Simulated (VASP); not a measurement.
# BaTiO3 (Pm-3m) in VASP: settings compared, part 2 of 3

VASP 6.6.1. Earlier steps stand in the parts before.

## Step 3: Electric field gradients, LDA

The input, INCAR:

```
PREC = Accurate
ENCUT = 520
EDIFF = 1E-8
ISMEAR = -1
SIGMA = 0.02
LREAL = False
LASPH = True
NELM = 60
ALGO = Normal
ISIF = 2
LWAVE = False
LCHARG = False
LEFG = True
NBANDS = 28
```

The input, KPOINTS:

```
Automatic mesh
0
Gamma
  8 8 8
```

The input, POSCAR:

```
BaTiO3
1.0
    4.0060000000      0.0000000000      0.0000000000
    0.0000000000      4.0060000000      0.0000000000
    0.0000000000      0.0000000000      4.0060000000
Ba Ti O
1 1 3
Direct
    0.5000000000      0.5000000000      0.5000000000
    0.0000000000      0.0000000000      0.0000000000
    0.5000000000      0.0000000000      0.0000000000
    0.0000000000      0.5000000000      0.0000000000
    0.0000000000      0.0000000000      0.5000000000
```

Potentials or basis: VASP PAW LDA potentials, release 64 (Ba_sv, Ti_sv, O).

Launch:

```bash
$ cat potpaw_LDA.64/Ba_sv/POTCAR potpaw_LDA.64/Ti_sv/POTCAR potpaw_LDA.64/O/POTCAR > POTCAR
$ mpirun -np 1 vasp_std > vasp.out
```

OUTCAR:

```text
PREC = Accurate
   ENCUT = 520
   EDIFF = 1E-8
   ISMEAR = -1
   LREAL = False
   LASPH = True
   NELM = 60
   ISIF = 2

 ion  position               nearest neighbor table
   1  0.500  0.500  0.500-   3 2.83   4 2.83   5 2.83   3 2.83   4 2.83   3 2.83   5 2.83   3 2.83
                             4 2.83   5 2.83   4 2.83   5 2.83   2 3.47   2 3.47   2 3.47   2 3.47
   2  0.000  0.000  0.000-   3 2.00   4 2.00   5 2.00   5 2.00   4 2.00   3 2.00   1 3.47   1 3.47
                             1 3.47   1 3.47   1 3.47   1 3.47   1 3.47   1 3.47
   3  0.500  0.000  0.000-   2 2.00   2 2.00   1 2.83   1 2.83   1 2.83   1 2.83
   4  0.000  0.500  0.000-   2 2.00   2 2.00   1 2.83   1 2.83   1 2.83   1 2.83
   5  0.000  0.000  0.500-   2 2.00   2 2.00   1 2.83   1 2.83   1 2.83   1 2.83

  LATTYP: Found a simple cubic cell.
 ALAT       =     4.0060000000

  Lattice vectors:

 A1 = (   4.0060000000,   0.0000000000,   0.0000000000)
 A2 = (   0.0000000000,   4.0060000000,   0.0000000000)
 A3 = (   0.0000000000,   0.0000000000,   4.0060000000)

Analysis of symmetry for initial positions (statically):
=====================================================================
 Subroutine PRICEL returns:
 Original cell was already a primitive cell.

 Routine SETGRP: Setting up the symmetry group for a
 simple cubic supercell.

 Subroutine GETGRP returns: Found 48 space group operations
 (whereof 48 operations were pure point group operations)
 out of a pool of 48 trial point group operations.

The static configuration has the point symmetry O_h .

Analysis of symmetry for dynamics (positions and initial velocities):
=====================================================================
 Subroutine PRICEL returns:
 Original cell was already a primitive cell.

 Routine SETGRP: Setting up the symmetry group for a
 simple cubic supercell.

 Subroutine GETGRP returns: Found 48 space group operations
 (whereof 48 operations were pure point group operations)
 out of a pool of 48 trial point group operations.

The dynamic configuration has the point symmetry O_h .

 Subroutine INISYM returns: Found 48 space group operations
 (whereof 48 operations are pure point group operations),
 and found     1 'primitive' translations

----------------------------------------------------------------------------------------

                                     Primitive cell

  volume of cell :      64.2884

  direct lattice vectors                    reciprocal lattice vectors
     4.006000000  0.000000000  0.000000000     0.249625562  0.000000000  0.000000000
     0.000000000  4.006000000  0.000000000     0.000000000  0.249625562  0.000000000
     0.000000000  0.000000000  4.006000000     0.000000000  0.000000000  0.249625562

  length of vectors
     4.006000000  4.006000000  4.006000000     0.249625562  0.249625562  0.249625562

  position of ions in fractional coordinates (direct lattice)
     0.500000000  0.500000000  0.500000000
     0.000000000  0.000000000  0.000000000
     0.500000000  0.000000000  0.000000000
     0.000000000  0.500000000  0.000000000
     0.000000000  0.000000000  0.500000000

  ion indices of the primitive-cell ions
   primitive index   ion index
                 1           1
[... 93 lines left out ...]
   IALGO  =     38    algorithm
   IMIX   =      4    mixing-type and parameters
     AMIX     =   0.40;   BMIX     =  1.00
     AMIX_MAG =   1.60;   BMIX_MAG =  1.00
  volume/ion in A,a.u.               =      12.86        86.77
  Fermi-wavevector in a.u.,A,eV,Ry     =   1.397603  2.641087 26.576187  1.953295
  Thomas-Fermi vector in A             =   2.520843
   LORBIT       =      0    0 simple, 1 ext, 2 COOP (PROOUT), +10 PAW based schemes
   GGA     = CA    functional components
   LHFCALC =     F    Hartree Fock is set to
   AEXX    =    0.0000 exact exchange contribution
   IVDW    =     0    specifies the selected vdW correction
   LEPSILON=     F    determine dielectric tensor
   LRPA    =     F    only Hartree local field effects (RPA)
 non-spin polarized calculation
  energy-cutoff  :      520.00
  volume of cell :       64.29
 maximum number of plane-waves:      1751
 NGX is ok and might be reduce to    30
   NGX = 15   NGY = 15   NGZ = 15

 number of electron      39.9999976 magnetization

 Free energy of the ion-electron system (eV)
  ---------------------------------------------------
  ext. energy  EPLUGINS =         0.00000000
  ---------------------------------------------------
  free energy    TOTEN  =       -44.09807508 eV

  energy without entropy =      -44.09807508  energy(sigma->0) =      -44.09807508

 E-fermi :   4.1110     XC(G=0): -11.7241

 val. band max:        3.5023510350   @ k =   0.5000   0.5000   0.5000
 cond. band min:       5.1545410369   @ k =   0.0000   0.0000   0.0000
 fundamental gap:      1.6521900019
 Fermi energy:         4.1109607257

 k-point     1 :       0.0000    0.0000    0.0000
  band No.  band energies     occupation
      1     -52.3938      2.00000
      2     -29.0066      2.00000
      3     -29.0066      2.00000
      4     -29.0066      2.00000
      5     -21.1596      2.00000
      6     -13.0725      2.00000
[... 733 lines left out ...]
     27      11.6042      0.00000
     28      12.4510      0.00000

 [... further k-points ...]
[... 5 lines left out ...]
  --------------------------------------------------------------------------------------
  -------------------------------------------------------------------------------------
  Total       -2.9221044     -2.9221044     -2.9221044      0.0000000      0.0000000     -0.0000000
  in kB      -72.8238223    -72.8238223    -72.8238223      0.0000000      0.0000000     -0.0000000
  external PRESSURE =     -72.8238223 kB  Pullay stress =       0.0000000 kB

 VOLUME and BASIS-vectors are now :
 -----------------------------------------------------------------------------
  energy-cutoff  :      520.00
  volume of cell :       64.29
      direct lattice vectors                 reciprocal lattice vectors
     4.006000000  0.000000000  0.000000000     0.249625562  0.000000000  0.000000000
     0.000000000  4.006000000  0.000000000     0.000000000  0.249625562  0.000000000
     0.000000000  0.000000000  4.006000000     0.000000000  0.000000000  0.249625562

 POSITION                                       TOTAL-FORCE (eV/Angst)
 -----------------------------------------------------------------------------------
      2.00300      2.00300      2.00300         0.000000      0.000000      0.000000
      0.00000      0.00000      0.00000         0.000000      0.000000      0.000000
      2.00300      0.00000      0.00000         0.000000      0.000000      0.000000
      0.00000      2.00300      0.00000         0.000000      0.000000      0.000000
      0.00000      0.00000      2.00300         0.000000      0.000000      0.000000
 -----------------------------------------------------------------------------------
    total drift:                                0.000000     -0.000000      0.000000

  FREE ENERGIE OF THE ION-ELECTRON SYSTEM (eV)
  ---------------------------------------------------
  free  energy   TOTEN  =       -44.0980750767 eV

  energy  without entropy=      -44.0980750767  energy(sigma->0) =      -44.09807508

 Electric field gradients (V/A^2)
---------------------------------------------------------------------
 ion       V_xx      V_yy      V_zz      V_xy      V_xz      V_yz
---------------------------------------------------------------------
   1       0.000     0.000    -0.000     0.000    -0.000     0.000
   2       0.000    -0.000    -0.000     0.000     0.000     0.000
   3      21.634   -10.817   -10.817     0.000    -0.000    -0.000
   4     -10.817    21.634   -10.817     0.000     0.000    -0.000
   5     -10.817   -10.817    21.634     0.000     0.000     0.000
---------------------------------------------------------------------

 Electric field gradients after diagonalization (V/A^2)
 (convention: |V_zz| > |V_xx| > |V_yy|)
----------------------------------------------------------------------
 ion       V_xx      V_yy      V_zz     asymmetry (V_yy - V_xx)/ V_zz
----------------------------------------------------------------------
   1       0.000     0.000    -0.000       0.282
   2       0.000    -0.000    -0.000       0.030
   3     -10.817   -10.817    21.634       0.000
   4     -10.817   -10.817    21.634       0.000
   5     -10.817   -10.817    21.634       0.000
----------------------------------------------------------------------

           NMR quadrupolar parameters

 Cq : quadrupolar parameter    Cq=e*Q*V_zz/h
 eta: asymmetry parameters     (V_yy - V_xx)/ V_zz
 Q  : nuclear electric quadrupole moment in mb (millibarn)
----------------------------------------------------------------------
 ion       Cq(MHz)       eta       Q (mb)
----------------------------------------------------------------------
   1      -0.000       0.282       1.000
   2      -0.000       0.030       1.000
   3       0.052       0.000       1.000
   4       0.052       0.000       1.000
   5       0.052       0.000       1.000
----------------------------------------------------------------------
```

OSZICAR:

```text
N       E                     dE             d eps       ncg     rms          rms(c)
DAV:   1     0.412781265376E+03    0.41278E+03   -0.20464E+04  1960   0.151E+03
DAV:   2    -0.152388859689E+02   -0.42802E+03   -0.40850E+03  2272   0.414E+02
DAV:   3    -0.529723905948E+02   -0.37734E+02   -0.37379E+02  2344   0.128E+02
DAV:   4    -0.547912104795E+02   -0.18188E+01   -0.18157E+01  3068   0.244E+01
DAV:   5    -0.548288452169E+02   -0.37635E-01   -0.37625E-01  2496   0.330E+00    0.224E+01
DAV:   6    -0.445472920194E+02    0.10282E+02   -0.56793E+01  2688   0.651E+01    0.101E+01
DAV:   7    -0.443284672998E+02    0.21882E+00   -0.10199E+01  2548   0.234E+01    0.657E+00
DAV:   8    -0.441126905041E+02    0.21578E+00   -0.77456E-01  2372   0.770E+00    0.315E+00
DAV:   9    -0.441290320765E+02   -0.16342E-01   -0.30641E-01  2744   0.421E+00    0.154E+00
DAV:  10    -0.441019439553E+02    0.27088E-01   -0.17583E-01  2196   0.441E+00    0.520E-01
DAV:  11    -0.440981065584E+02    0.38374E-02   -0.16628E-02  2660   0.950E-01    0.104E-01
DAV:  12    -0.440983713686E+02   -0.26481E-03   -0.15577E-03  2676   0.337E-01    0.151E-01
DAV:  13    -0.440980743084E+02    0.29706E-03   -0.90837E-04  2444   0.302E-01    0.153E-02
DAV:  14    -0.440980756740E+02   -0.13655E-05   -0.33316E-05  2352   0.432E-02    0.883E-03
DAV:  15    -0.440980752444E+02    0.42954E-06   -0.18091E-06  2544   0.114E-02    0.312E-03
DAV:  16    -0.440980750781E+02    0.16632E-06   -0.45195E-07  2572   0.660E-03    0.510E-04
DAV:  17    -0.440980750767E+02    0.14297E-08   -0.47300E-08  2492   0.170E-03
   1 F= -.44098075E+02 E0= -.44098075E+02  d E =-.104290E-14
```

Wall time 58 s (1 thread of Intel Xeon Platinum 8488C (Sapphire Rapids), shared host); peak memory 0.19 GiB.

What came out:

| Property | Result |
| --- | --- |
| Free energy | -44.0981 eV |
| Pressure | -7.3 GPa |
| Band gap on the k mesh | 1.65 eV, indirect (least direct gap 1.80 eV) |

Electric field gradients, principal values (V/Å²):
| atom | least | middle | greatest (by size) |
| --- | --- | --- | --- |
| 1 Ba | 0.000 | 0.000 | 0.000 |
| 2 Ti | 0.000 | 0.000 | 0.000 |
| 3 O | -10.817 | -10.817 | 21.634 |
| 4 O | -10.817 | -10.817 | 21.634 |
| 5 O | -10.817 | -10.817 | 21.634 |

Caveat: without QUAD_EFG the Cq values of the log hold for a quadrupole moment of 1 mb, not for the nuclei; spin-orbit coupling is left out, which moves the levels of the heavy elements. As with any semilocal functional, this LDA gap is likely too small.

[end of part 2 of 3]
